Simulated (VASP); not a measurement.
# Dy (Im-3m) in VASP: single point with LDA

Aim: the single point of Dy with LDA.

Program: VASP 6.6.1. These are calculated values, not measurements. Logs are shortened: lines on timing, memory, paths and dates and some standing lists are left out, and cuts for length are marked.

## Step 1: The cell of the first run

Symmetry: Im-3m, No. 229, cubic system. Conventional cell: a = 4.001 Å, b = 4.001 Å, c = 4.001 Å, α = 90.00°, β = 90.00°, γ = 90.00°. Dy (site symmetry m-3m) has 14 Dy at 3.46 to 4.00 Å within 4.6 Å.

This isn't the form of Dy at room conditions, which is hcp.

## Step 2: Single point, LDA, collinear spin, ferromagnetic start

INCAR

```
PREC = Accurate ; ENCUT = 600
EDIFF = 1E-6 ; ISMEAR = -1
SIGMA = 0.1 ; LREAL = False
LASPH = True ; NELM = 200
ALGO = Normal ; ISIF = 2
LWAVE = False ; LCHARG = True
ISPIN = 2 ; MAGMOM = 5
LORBIT = 11 ; LMAXMIX = 6
GGA = CA ; LELF = True
LVHAR = True ; NBANDS = 20
GGA_COMPAT = False
```

KPOINTS

```
regular mesh
0
Gamma
  6 6 6
```

POSCAR

```
Dy
1.0
   -2.0003820000      2.0003820000      2.0003820000
    2.0003820000     -2.0003820000      2.0003820000
    2.0003820000      2.0003820000     -2.0003820000
Dy
1
Direct
    0.0000000000      0.0000000000      0.0000000000
```

Potentials or basis: VASP PAW PBE potentials, release 64 (Dy).

The run is started by

```console
> cat potpaw_PBE.64/Dy/POTCAR > POTCAR
> mpirun -np 1 vasp_std > vasp.out
```

OUTCAR:

```text
PREC = Accurate
   ENCUT = 600
   EDIFF = 1E-6
   ISMEAR = -1
   LREAL = False
   LASPH = True
   NELM = 200
   ISIF = 2
   ISPIN = 2
   LORBIT = 11
   GGA = CA

 ion  position               nearest neighbor table
   1  0.000  0.000  0.000-

  LATTYP: Found a body centered cubic cell.
 ALAT       =     4.0007640000

  Lattice vectors:

 A1 = (  -2.0003820000,   2.0003820000,   2.0003820000)
 A2 = (   2.0003820000,  -2.0003820000,   2.0003820000)
 A3 = (   2.0003820000,   2.0003820000,  -2.0003820000)

Analysis of symmetry for initial positions (statically):
=====================================================================
 Subroutine PRICEL returns:
 Original cell was already a primitive cell.

 Routine SETGRP: Setting up the symmetry group for a
 body centered cubic supercell.

 Subroutine GETGRP returns: Found 48 space group operations
 (whereof 48 operations were pure point group operations)
 out of a pool of 48 trial point group operations.

The static configuration has the point symmetry O_h .

Analysis of symmetry for dynamics (positions and initial velocities):
=====================================================================
 Subroutine PRICEL returns:
 Original cell was already a primitive cell.

 Routine SETGRP: Setting up the symmetry group for a
 body centered cubic supercell.

 Subroutine GETGRP returns: Found 48 space group operations
 (whereof 48 operations were pure point group operations)
 out of a pool of 48 trial point group operations.

The dynamic configuration has the point symmetry O_h .

Analysis of structural, dynamic, and magnetic symmetry:
=====================================================================
 Subroutine PRICEL returns:
 Original cell was already a primitive cell.

 Routine SETGRP: Setting up the symmetry group for a
 body centered cubic supercell.

 Subroutine GETGRP returns: Found 48 space group operations
 (whereof 48 operations were pure point group operations)
 out of a pool of 48 trial point group operations.

The overall configuration has the point symmetry O_h .

 Subroutine INISYM returns: Found 48 space group operations
 (whereof 48 operations are pure point group operations),
 and found     1 'primitive' translations

----------------------------------------------------------------------------------------

                                     Primitive cell

  volume of cell :      32.0183

  direct lattice vectors                    reciprocal lattice vectors
    -2.000382000  2.000382000  2.000382000     0.000000000  0.249952259  0.249952259
     2.000382000 -2.000382000  2.000382000     0.249952259  0.000000000  0.249952259
     2.000382000  2.000382000 -2.000382000     0.249952259  0.249952259  0.000000000

  length of vectors
     3.464763259  3.464763259  3.464763259     0.353485875  0.353485875  0.353485875

  position of ions in fractional coordinates (direct lattice)
     0.000000000  0.000000000  0.000000000

  ion indices of the primitive-cell ions
   primitive index   ion index
                 1           1

----------------------------------------------------------------------------------------

 KPOINTS: regular mesh

Automatic generation of k-mesh.
 Grid dimensions read from file:
 generate k-points for:    6    6    6

 Generating k-lattice:

  Cartesian coordinates                     Fractional coordinates (reciprocal lattice)
     0.000000000  0.041658710  0.041658710     0.166666667  0.000000000  0.000000000
     0.041658710  0.000000000  0.041658710     0.000000000  0.166666667  0.000000000
     0.041658710  0.041658710  0.000000000     0.000000000  0.000000000  0.166666667

  Length of vectors
     0.058914312  0.058914312  0.058914312

  Shift w.r.t. Gamma in fractional coordinates (k-lattice)
     0.000000000  0.000000000  0.000000000

 Subroutine IBZKPT returns following result:
 ===========================================

 Found     16 irreducible k-points:

 Following reciprocal coordinates:
            Coordinates               Weight
  0.000000  0.000000  0.000000      1.000000
  0.166667  0.000000  0.000000     12.000000
  0.333333  0.000000  0.000000     12.000000
  0.500000  0.000000  0.000000      6.000000
  0.166667  0.166667  0.000000     24.000000
  0.333333  0.166667 -0.000000     48.000000
[... 8 lines left out ...]
  0.500000  0.500000  0.333333     12.000000
  0.500000  0.500000  0.500000      1.000000
   k-points           NKPTS =     16   k-points in BZ     NKDIM =     16   number of bands    NBANDS=     20
   number of dos      NEDOS =    301   number of ions     NIONS =      1
   total plane-waves  NPLWV =  21952
   dimension x,y,z NGX =    28 NGY =   28 NGZ =   28
   dimension x,y,z NGXF=    56 NGYF=   56 NGZF=   56
   ions per type =               1
   NGX,Y,Z   is equivalent  to a cutoff of  13.43, 13.43, 13.43 a.u.
   NGXF,Y,Z  is equivalent  to a cutoff of  26.87, 26.87, 26.87 a.u.
 SYSTEM =  unknown system
   PREC   = accura    normal or accurate (medium, high low for compatibility)
   ISTART =      0    job   : 0-new  1-cont  2-samecut
   ICHARG =      2    charge: 1-file 2-atom 10-const
   ISPIN  =      2    spin polarized calculation?
   LNONCOLLINEAR =      F non collinear calculations
   LSORBIT =      F    spin-orbit coupling
   LASPH  =      T    aspherical Exc in radial PAW
   ENCUT  =  600.0 eV  44.10 Ry    6.64 a.u.   6.92  6.92  6.92*2*pi/ulx,y,z
   NELM   =    200;   NELMIN=  2; NELMDL= -5     # of ELM steps
   EDIFF  = 0.1E-05   stopping-criterion for ELM
   LREAL  =      F    real-space projection
   EDIFFG = 0.1E-04   stopping-criterion for IOM
   NSW    =      0    number of steps for IOM
   IBRION =     -1    ionic relax: 0-MD 1-quasi-New 2-CG
   NFREE  =      0    steps in history (QN), initial steepest desc. (CG)
   ISIF   =      2    stress and relaxation
   ISYM   =      2    0-nonsym 1-usesym 2-fastsym
   POTIM  = 0.5000    time-step for ionic-motion
   TEBEG  =    0.0;   TEEND  =   0.0 temperature during run
   PSTRESS=    0.0 pullay stress
   NELECT =      20.0000    total number of electrons
   NUPDOWN=      -1.0000    fix difference up-down
   EMIN   =  10.00;   EMAX   =-10.00  energy-range for DOS
   EFERMI =   0.00;   METHOD = LEGACY
   ISMEAR =    -1;   SIGMA  =   0.10  broadening in eV -4-tet -1-fermi 0-gaus
   EFERMI_NEDOS =   21; number of points for ismear=-14 and -15
   IALGO  =     38    algorithm
   IMIX   =      4    mixing-type and parameters
     AMIX     =   0.40;   BMIX     =  1.00
     AMIX_MAG =   1.60;   BMIX_MAG =  1.00
  volume/ion in A,a.u.               =      32.02       216.07
  Fermi-wavevector in a.u.,A,eV,Ry     =   1.399432  2.644544 26.645796  1.958411
  Thomas-Fermi vector in A             =   2.522492
   LORBIT       =     11    0 simple, 1 ext, 2 COOP (PROOUT), +10 PAW based schemes
   GGA     = CA    functional components
   LHFCALC =     F    Hartree Fock is set to
   AEXX    =    0.0000 exact exchange contribution
   IVDW    =     0    specifies the selected vdW correction
   LEPSILON=     F    determine dielectric tensor
   LRPA    =     F    only Hartree local field effects (RPA)
 spin polarized calculation
  energy-cutoff  :      600.00
  volume of cell :       32.02
 maximum number of plane-waves:      1080
   NGX = 13   NGY = 13   NGZ = 13

 number of electron      20.0000004 magnetization       4.5249909

 Free energy of the ion-electron system (eV)
  ---------------------------------------------------
  ext. energy  EPLUGINS =         0.00000000
  ---------------------------------------------------
  free energy    TOTEN  =        -8.00561102 eV

  energy without entropy =       -7.63491461  energy(sigma->0) =       -7.82026282

 E-fermi :   2.5003     XC(G=0): -10.3807

 val. band max:        2.4907300743   @ k =  -0.3333   0.3333   0.1667
 cond. band min:       2.5048300153   @ k =   0.3333   0.1667   0.1667
 fundamental gap:      0.0140999410
 Fermi energy:         2.5002625884

 spin component 1

 k-point     1 :       0.0000    0.0000    0.0000
  band No.  band energies     occupation
      1     -44.2666      1.00000
      2     -19.9442      1.00000
      3     -19.9442      1.00000
      4     -19.9442      1.00000
      5      -2.5398      1.00000
      6      -0.6535      1.00000
[... 12 lines left out ...]
     19      13.5815      0.00000
     20      13.5815      0.00000

 k-point     2 :       0.1667    0.0000    0.0000
  band No.  band energies     occupation
      1     -44.2516      1.00000
      2     -20.1262      1.00000
      3     -20.0010      1.00000
      4     -19.9451      1.00000
      5      -1.7687      1.00000
      6      -0.6775      1.00000
[... 314 lines left out ...]
 k-point    16 :       0.5000    0.5000    0.5000
  band No.  band energies     occupation
      1     -44.1611      1.00000
      2     -20.4243      1.00000
      3     -20.4243      1.00000
      4     -20.4243      1.00000
      5      -0.8199      1.00000
      6      -0.7376      1.00000
[... 12 lines left out ...]
     19       8.7999      0.00000
     20      12.9865      0.00000
 Fermi energy:         2.5002625884

 spin component 2

 k-point     1 :       0.0000    0.0000    0.0000
  band No.  band energies     occupation
      1     -42.4498      1.00000
      2     -18.5959      1.00000
      3     -18.5959      1.00000
      4     -18.5959      1.00000
      5      -2.3887      1.00000
      6       2.3597      0.80302
[... 12 lines left out ...]
     19      13.7640      0.00000
     20      13.7640      0.00000

 k-point     2 :       0.1667    0.0000    0.0000
  band No.  band energies     occupation
      1     -42.4323      1.00000
      2     -18.8072      1.00000
      3     -18.6604      1.00000
      4     -18.5974      1.00000
      5      -1.5921      1.00000
      6       2.3385      0.83442
[... 314 lines left out ...]
 k-point    16 :       0.5000    0.5000    0.5000
  band No.  band energies     occupation
      1     -42.3274      1.00000
      2     -19.1414      1.00000
      3     -19.1414      1.00000
      4     -19.1414      1.00000
      5       1.2120      1.00000
      6       1.2120      1.00000
[... 12 lines left out ...]
     19       9.4384      0.00000
     20      13.5003      0.00000

------------------------ aborting loop because EDIFF is reached ----------------------------------------

  FORCE on cell =-STRESS in cart. coord.  units (eV):
  Direction    XX          YY          ZZ          XY          YZ          ZX
  --------------------------------------------------------------------------------------
  -------------------------------------------------------------------------------------
  Total       -0.7164882     -0.7164882     -0.7164882      0.0000000     -0.0000000     -0.0000000
  in kB      -35.8526152    -35.8526152    -35.8526152      0.0000000     -0.0000000     -0.0000000
  external PRESSURE =     -35.8526152 kB  Pullay stress =       0.0000000 kB

 VOLUME and BASIS-vectors are now :
 -----------------------------------------------------------------------------
  energy-cutoff  :      600.00
  volume of cell :       32.02
      direct lattice vectors                 reciprocal lattice vectors
    -2.000382000  2.000382000  2.000382000     0.000000000  0.249952259  0.249952259
     2.000382000 -2.000382000  2.000382000     0.249952259  0.000000000  0.249952259
     2.000382000  2.000382000 -2.000382000     0.249952259  0.249952259  0.000000000

 POSITION                                       TOTAL-FORCE (eV/Angst)
 -----------------------------------------------------------------------------------
      0.00000      0.00000      0.00000         0.000000     -0.000000      0.000000
 -----------------------------------------------------------------------------------
    total drift:                                0.000000      0.000000      0.000000

  FREE ENERGIE OF THE ION-ELECTRON SYSTEM (eV)
  ---------------------------------------------------
  free  energy   TOTEN  =        -8.0056110246 eV

  energy  without entropy=       -7.6349146073  energy(sigma->0) =       -7.82026282

 total charge

# of ion       s       p       d       f       tot
--------------------------------------------------
    1        2.166   5.765   0.500   9.318  17.749

 magnetization (x)

# of ion       s       p       d       f       tot
--------------------------------------------------
    1        0.007  -0.056   0.016   4.520   4.488
```

It took 50 s on 1 thread of AMD EPYC 7R43 (Zen 3), shared host; peak memory 0.14 GiB.

What came out:

* Free energy: -8.0056 eV
* Pressure: -3.6 GPa
* Net moment: 4.52 μB per cell
* Site moments: Dy +4.49 μB
* Valence electrons inside the program's atomic spheres: Dy 17.75

Caveat: the k points lie up to 0.37 Å⁻¹ apart; the magnetic or orbital state may not be the lowest; the PAW data sets were made with another functional, which shifts forces and pressure a little; spin-orbit coupling is left out, which moves the levels of the heavy elements; semilocal functionals describe open f shells poorly, which spoils levels, moments and volumes.
